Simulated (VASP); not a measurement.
# RbCl (Fm-3m) in VASP: notebook

RbCl is run at these levels: r2SCAN, HSE06; tasks: single point.

Everything below comes from runs of VASP 6.6.1. Logs are shortened: lines on timing, memory, paths and dates and some standing lists are left out, and cuts for length are marked.

## Step 1: The cell of the first run

The structure is cubic, space group Fm-3m (No. 225). The conventional cell has a = 6.611 Å, b = 6.611 Å, c = 6.611 Å, α = 90.00°, β = 90.00°, γ = 90.00°. Within 4.3 Å of Rb (site symmetry m-3m) lie 6 Cl at 3.31 Å. Within 4.3 Å of Cl (site symmetry m-3m) lie 6 Rb at 3.31 Å.

## Step 2: Single point, r2SCAN

POSCAR

```
RbCl
1.0
    0.0000000000      3.3057264435      3.3057264435
    3.3057264435      0.0000000000      3.3057264435
    3.3057264435      3.3057264435      0.0000000000
Rb Cl
1 1
Direct
    0.0000000000      0.0000000000      0.0000000000
    0.5000000000      0.5000000000      0.5000000000
```

INCAR.step1

```
  ALGO = Normal
  EDIFF = 1E-5
  ENCUT = 550
  GGA = PE
  GGA_COMPAT = F
  ISMEAR = 0
  LASPH = T
  LCHARG = F
  LREAL = F
  LWAVE = T
  NBANDS = 15
  NELM = 120
  PREC = Accurate
  SIGMA = 0.01
```

INCAR.step2

```
  ALGO = Normal
  EDIFF = 1E-6
  ENCUT = 550
  GGA_COMPAT = F
  ISIF = 2
  ISMEAR = 0
  ISTART = 1
  LASPH = T
  LCHARG = F
  LMIXTAU = T
  LREAL = F
  LWAVE = F
  METAGGA = R2SCAN
  NBANDS = 15
  NELM = 120
  PREC = Accurate
  SIGMA = 0.01
```

KPOINTS

```
k-points
0
Gamma
  4 4 4
```

Potentials or basis: VASP PAW PBE potentials, release 64 (Rb_sv, Cl).

Started as:

```sh
$ cat potpaw_PBE.64/Rb_sv/POTCAR potpaw_PBE.64/Cl/POTCAR > POTCAR
$ cp INCAR.step1 INCAR
$ mpirun -np 1 vasp_std > vasp.out
$ cp INCAR.step2 INCAR
$ mpirun -np 1 vasp_std > vasp.out
```

OUTCAR:

```text
EDIFF = 1E-6
   ENCUT = 550
   ISIF = 2
   ISMEAR = 0
   ISTART = 1
   LASPH = T
   LREAL = F
   METAGGA = R2SCAN
   NELM = 120
   PREC = Accurate

 ion  position               nearest neighbor table
   1  0.000  0.000  0.000-   2 3.31   2 3.31   2 3.31   2 3.31   2 3.31   2 3.31
   2  0.500  0.500  0.500-   1 3.31   1 3.31   1 3.31   1 3.31   1 3.31   1 3.31

  LATTYP: Found a face centered cubic cell.
 ALAT       =     6.6114528870

  Lattice vectors:

 A1 = (   0.0000000000,   3.3057264435,   3.3057264435)
 A2 = (   3.3057264435,   0.0000000000,   3.3057264435)
 A3 = (   3.3057264435,   3.3057264435,   0.0000000000)

Analysis of symmetry for initial positions (statically):
=====================================================================
 Subroutine PRICEL returns:
 Original cell was already a primitive cell.

 Routine SETGRP: Setting up the symmetry group for a
 face centered cubic supercell.

 Subroutine GETGRP returns: Found 48 space group operations
 (whereof 48 operations were pure point group operations)
 out of a pool of 48 trial point group operations.

The static configuration has the point symmetry O_h .

Analysis of symmetry for dynamics (positions and initial velocities):
=====================================================================
 Subroutine PRICEL returns:
 Original cell was already a primitive cell.

 Routine SETGRP: Setting up the symmetry group for a
 face centered cubic supercell.

 Subroutine GETGRP returns: Found 48 space group operations
 (whereof 48 operations were pure point group operations)
 out of a pool of 48 trial point group operations.

The dynamic configuration has the point symmetry O_h .

 Subroutine INISYM returns: Found 48 space group operations
 (whereof 48 operations are pure point group operations),
 and found     1 'primitive' translations

----------------------------------------------------------------------------------------

                                     Primitive cell

  volume of cell :      72.2488

  direct lattice vectors                    reciprocal lattice vectors
     0.000000000  3.305726443  3.305726443    -0.151252685  0.151252685  0.151252685
     3.305726443  0.000000000  3.305726443     0.151252685 -0.151252685  0.151252685
     3.305726443  3.305726443  0.000000000     0.151252685  0.151252685 -0.151252685

  length of vectors
     4.675003170  4.675003170  4.675003170     0.261977335  0.261977335  0.261977335

  position of ions in fractional coordinates (direct lattice)
     0.000000000  0.000000000  0.000000000
     0.500000000  0.500000000  0.500000000

  ion indices of the primitive-cell ions
   primitive index   ion index
                 1           1
                 2           2

----------------------------------------------------------------------------------------

 KPOINTS: k-points

Automatic generation of k-mesh.
 Grid dimensions read from file:
 generate k-points for:    4    4    4

 Generating k-lattice:

  Cartesian coordinates                     Fractional coordinates (reciprocal lattice)
    -0.037813171  0.037813171  0.037813171     0.250000000  0.000000000  0.000000000
     0.037813171 -0.037813171  0.037813171     0.000000000  0.250000000  0.000000000
     0.037813171  0.037813171 -0.037813171     0.000000000  0.000000000  0.250000000

  Length of vectors
     0.065494334  0.065494334  0.065494334

  Shift w.r.t. Gamma in fractional coordinates (k-lattice)
     0.000000000  0.000000000  0.000000000

 Subroutine IBZKPT returns following result:
 ===========================================

 Found      8 irreducible k-points:

 Following reciprocal coordinates:
            Coordinates               Weight
  0.000000  0.000000  0.000000      1.000000
  0.250000  0.000000  0.000000      8.000000
  0.500000  0.000000  0.000000      4.000000
  0.250000  0.250000  0.000000      6.000000
  0.500000  0.250000  0.000000     24.000000
 -0.250000  0.250000  0.000000     12.000000
  0.500000  0.500000  0.000000      3.000000
 -0.250000  0.500000  0.250000      6.000000
   k-points           NKPTS =      8   k-points in BZ     NKDIM =      8   number of bands    NBANDS=     15
   number of dos      NEDOS =    301   number of ions     NIONS =      2
   total plane-waves  NPLWV =  46656
   dimension x,y,z NGX =    36 NGY =   36 NGZ =   36
   dimension x,y,z NGXF=    72 NGYF=   72 NGZF=   72
   ions per type =               1   1
   NGX,Y,Z   is equivalent  to a cutoff of  12.80, 12.80, 12.80 a.u.
   NGXF,Y,Z  is equivalent  to a cutoff of  25.60, 25.60, 25.60 a.u.
 SYSTEM =  unknown system
   PREC   = accura    normal or accurate (medium, high low for compatibility)
   ISTART =      1    job   : 0-new  1-cont  2-samecut
   ICHARG =      0    charge: 1-file 2-atom 10-const
   ISPIN  =      1    spin polarized calculation?
   LNONCOLLINEAR =      F non collinear calculations
   LSORBIT =      F    spin-orbit coupling
   LASPH  =      T    aspherical Exc in radial PAW
   ENCUT  =  550.0 eV  40.42 Ry    6.36 a.u.   8.94  8.94  8.94*2*pi/ulx,y,z
   NELM   =    120;   NELMIN=  2; NELMDL=  0     # of ELM steps
   EDIFF  = 0.1E-05   stopping-criterion for ELM
   LREAL  =      F    real-space projection
   EDIFFG = 0.1E-04   stopping-criterion for IOM
   NSW    =      0    number of steps for IOM
   IBRION =     -1    ionic relax: 0-MD 1-quasi-New 2-CG
   NFREE  =      0    steps in history (QN), initial steepest desc. (CG)
   ISIF   =      2    stress and relaxation
   ISYM   =      2    0-nonsym 1-usesym 2-fastsym
   POTIM  = 0.5000    time-step for ionic-motion
   TEBEG  =    0.0;   TEEND  =   0.0 temperature during run
   PSTRESS=    0.0 pullay stress
   NELECT =      16.0000    total number of electrons
   NUPDOWN=      -1.0000    fix difference up-down
   EMIN   =  10.00;   EMAX   =-10.00  energy-range for DOS
   EFERMI =   0.00;   METHOD = LEGACY
   ISMEAR =     0;   SIGMA  =   0.01  broadening in eV -4-tet -1-fermi 0-gaus
   EFERMI_NEDOS =   21; number of points for ismear=-14 and -15
   IALGO  =     38    algorithm
   IMIX   =      4    mixing-type and parameters
     AMIX     =   0.40;   BMIX     =  1.00
     AMIX_MAG =   1.60;   BMIX_MAG =  1.00
  volume/ion in A,a.u.               =      36.12       243.78
  Fermi-wavevector in a.u.,A,eV,Ry     =   0.990462  1.871702 13.347525  0.981015
  Thomas-Fermi vector in A             =   2.122134
   LORBIT       =      0    0 simple, 1 ext, 2 COOP (PROOUT), +10 PAW based schemes
   METAGGA = R2SCAN    functional components
   LHFCALC =     F    Hartree Fock is set to
   AEXX    =    0.0000 exact exchange contribution
   IVDW    =     0    specifies the selected vdW correction
   LEPSILON=     F    determine dielectric tensor
   LRPA    =     F    only Hartree local field effects (RPA)
 non-spin polarized calculation
 Gauss-broadening in eV      SIGMA  =   0.01
  energy-cutoff  :      550.00
  volume of cell :       72.25
 maximum number of plane-waves:      2148
   NGX = 17   NGY = 17   NGZ = 17

 number of electron      16.0000002 magnetization

 Free energy of the ion-electron system (eV)
  ---------------------------------------------------
  ext. energy  EPLUGINS =         0.00000000
  ---------------------------------------------------
  free energy    TOTEN  =       -24.38555862 eV

  energy without entropy =      -24.38555862  energy(sigma->0) =      -24.38555862

 E-fermi :  -2.2077     XC(G=0):  -7.7187

 val. band max:       -2.3469697708   @ k =   0.0000   0.0000   0.0000
 cond. band min:       3.2099033954   @ k =   0.0000   0.0000   0.0000
 fundamental gap:      5.5568731662
 Fermi energy:        -2.2077360813

 k-point     1 :       0.0000    0.0000    0.0000
  band No.  band energies     occupation
      1     -27.0182      2.00000
      2     -14.8810      2.00000
      3     -10.5210      2.00000
      4     -10.5210      2.00000
      5     -10.5210      2.00000
      6      -2.3470      2.00000
      7      -2.3470      2.00000
      8      -2.3470      2.00000
      9       3.2099      0.00000
     10       6.2592      0.00000
     11       6.2592      0.00000
     12       6.2592      0.00000
     13       7.4219      0.00000
     14       7.4219      0.00000
     15      10.0080      0.00000

 k-point     2 :       0.2500    0.0000    0.0000
  band No.  band energies     occupation
      1     -27.0105      2.00000
      2     -14.9088      2.00000
      3     -10.5263      2.00000
      4     -10.5263      2.00000
      5     -10.5087      2.00000
      6      -2.8016      2.00000
      7      -2.5128      2.00000
      8      -2.5128      2.00000
      9       4.4475      0.00000
     10       5.9351      0.00000
     11       7.0379      0.00000
     12       7.0379      0.00000
     13       8.2975      0.00000
     14       8.2975      0.00000
     15      11.9562      0.00000

 k-point     3 :       0.5000    0.0000    0.0000
  band No.  band energies     occupation
      1     -27.0028      2.00000
      2     -14.9362      2.00000
      3     -10.5315      2.00000
      4     -10.5315      2.00000
      5     -10.4968      2.00000
      6      -3.1733      2.00000
      7      -2.6681      2.00000
      8      -2.6681      2.00000
      9       5.8293      0.00000
     10       6.1386      0.00000
     11       8.5099      0.00000
     12       8.5099      0.00000
     13       9.6867      0.00000
     14       9.6867      0.00000
     15      10.5876      0.00000
[... 55 lines left out ...]
 k-point     7 :       0.5000    0.5000    0.0000
  band No.  band energies     occupation
      1     -26.9986      2.00000
      2     -14.8351      2.00000
      3     -10.7644      2.00000
      4     -10.6165      2.00000
      5     -10.6165      2.00000
      6      -2.6737      2.00000
      7      -2.4501      2.00000
      8      -2.4501      2.00000
      9       4.3262      0.00000
     10       6.4987      0.00000
     11       7.7918      0.00000
     12       8.5733      0.00000
     13       8.9387      0.00000
     14      10.1126      0.00000
     15      10.1126      0.00000

 k-point     8 :      -0.2500    0.5000    0.2500
  band No.  band energies     occupation
      1     -26.9984      2.00000
      2     -14.8649      2.00000
      3     -10.6906      2.00000
      4     -10.6906      2.00000
      5     -10.5093      2.00000
      6      -2.7666      2.00000
      7      -2.5878      2.00000
      8      -2.5878      2.00000
      9       5.7969      0.00000
     10       5.7969      0.00000
     11       7.7898      0.00000
     12       7.8605      0.00000
     13      10.0395      0.00000
     14      10.1618      0.00000
     15      10.7612      0.00000

------------------------ aborting loop because EDIFF is reached ----------------------------------------

  FORCE on cell =-STRESS in cart. coord.  units (eV):
  Direction    XX          YY          ZZ          XY          YZ          ZX
  --------------------------------------------------------------------------------------
  -------------------------------------------------------------------------------------
  Total        0.0159056      0.0159056      0.0159056     -0.0000000     -0.0000000      0.0000000
  in kB        0.3527204      0.3527204      0.3527204     -0.0000000     -0.0000000      0.0000000
  external PRESSURE =       0.3527204 kB  Pullay stress =       0.0000000 kB

 VOLUME and BASIS-vectors are now :
 -----------------------------------------------------------------------------
  energy-cutoff  :      550.00
  volume of cell :       72.25
      direct lattice vectors                 reciprocal lattice vectors
     0.000000000  3.305726443  3.305726443    -0.151252685  0.151252685  0.151252685
     3.305726443  0.000000000  3.305726443     0.151252685 -0.151252685  0.151252685
     3.305726443  3.305726443  0.000000000     0.151252685  0.151252685 -0.151252685

 POSITION                                       TOTAL-FORCE (eV/Angst)
 -----------------------------------------------------------------------------------
      0.00000      0.00000      0.00000        -0.000000     -0.000000      0.000000
      3.30573      3.30573      3.30573         0.000000      0.000000     -0.000000
 -----------------------------------------------------------------------------------
    total drift:                                0.000000      0.000000      0.000000

  FREE ENERGIE OF THE ION-ELECTRON SYSTEM (eV)
  ---------------------------------------------------
  free  energy   TOTEN  =       -24.3855586178 eV

  energy  without entropy=      -24.3855586178  energy(sigma->0) =      -24.38555862
```

Run time: 39 s. Hardware: 1 thread of Intel Xeon Platinum 8259CL at 2.50GHz (Skylake/Cascade Lake), shared host; peak memory 0.21 GiB.

What came out:

```
Free energy            : -24.3856 eV
Pressure               : 0.0 GPa
Band gap on the k mesh : 5.56 eV, direct
```

Levels at points of the mesh, in eV from the valence-band top:
```tsv
k point	band 5	band 6	band 7	band 8	band 9	band 10	band 11	band 12
(0.00, 0.00, 0.00)	-8.17	0.00	0.00	0.00	5.56	8.61	8.61	8.61
(0.50, 0.00, 0.00)	-8.15	-0.83	-0.32	-0.32	8.18	8.49	10.86	10.86
(0.50, 0.50, 0.00)	-8.27	-0.33	-0.10	-0.10	6.67	8.85	10.14	10.92
```

Caveat: the PAW data sets were made with another functional, which shifts forces and pressure a little. r2SCAN opens gaps a little over a GGA but as a rule still falls short of measured ones.

## Step 3: Single point, HSE06

POSCAR is that of step 2.

INCAR.step1

```
SYSTEM = RbCl
PREC = Accurate
ENCUT = 400
EDIFF = 1E-5
ISMEAR = 0
SIGMA = 0.01
LREAL = .FALSE.
LASPH = .TRUE.
NELM = 120
ALGO = Normal
ISIF = 2
LWAVE = .TRUE.
LCHARG = .FALSE.
NBANDS = 15
GGA = PE
GGA_COMPAT = .FALSE.
```

INCAR.step2

```
SYSTEM = RbCl
PREC = Accurate
ENCUT = 400
EDIFF = 1E-6
ISMEAR = 0
SIGMA = 0.01
LREAL = .FALSE.
LASPH = .TRUE.
NELM = 120
ALGO = Normal
ISIF = 2
LWAVE = .FALSE.
LCHARG = .FALSE.
GGA = PE
LHFCALC = .TRUE.
HFSCREEN = 0.2079
PRECFOCK = Normal
NBANDS = 15
ISTART = 1
GGA_COMPAT = .FALSE.
```

KPOINTS

```
regular mesh
0
G
  4 4 4
  0 0 0
```

Potentials or basis: VASP PAW PBE potentials, release 64 (Rb_sv, Cl).

Started as:

```sh
$ cat potpaw_PBE.64/Rb_sv/POTCAR potpaw_PBE.64/Cl/POTCAR > POTCAR
$ cp INCAR.step1 INCAR
$ mpirun -np 1 vasp_std > vasp.out
$ cp INCAR.step2 INCAR
$ mpirun -np 1 vasp_std > vasp.out
```

Run time: 5.2 min. Hardware: 1 thread of Intel Xeon Platinum 8259CL at 2.50GHz (Skylake/Cascade Lake), shared host; peak memory 0.27 GiB.

The run converged. Its results:

```yaml
Free_energy: -7.7416 eV
Pressure: 0.3 GPa
Band_gap_on_the_k_mesh: 6.25 eV, direct
```

Levels at points of the mesh, in eV from the valence-band top:
```csv
k point,band 4,band 5,band 6,band 7,band 8,band 9,band 10,band 11,band 12,band 13
"(0.00, 0.00, 0.00)",-8.40,-8.40,0.00,0.00,0.00,6.25,9.39,9.39,9.39,10.46
"(0.50, 0.00, 0.00)",-8.41,-8.37,-0.86,-0.34,-0.34,8.99,9.31,11.66,11.66,12.76
"(0.50, 0.50, 0.00)",-8.50,-8.50,-0.34,-0.11,-0.11,7.50,9.45,11.00,11.63,11.94
```

Caveat: the PAW data sets were made with another functional, which shifts forces and pressure a little.
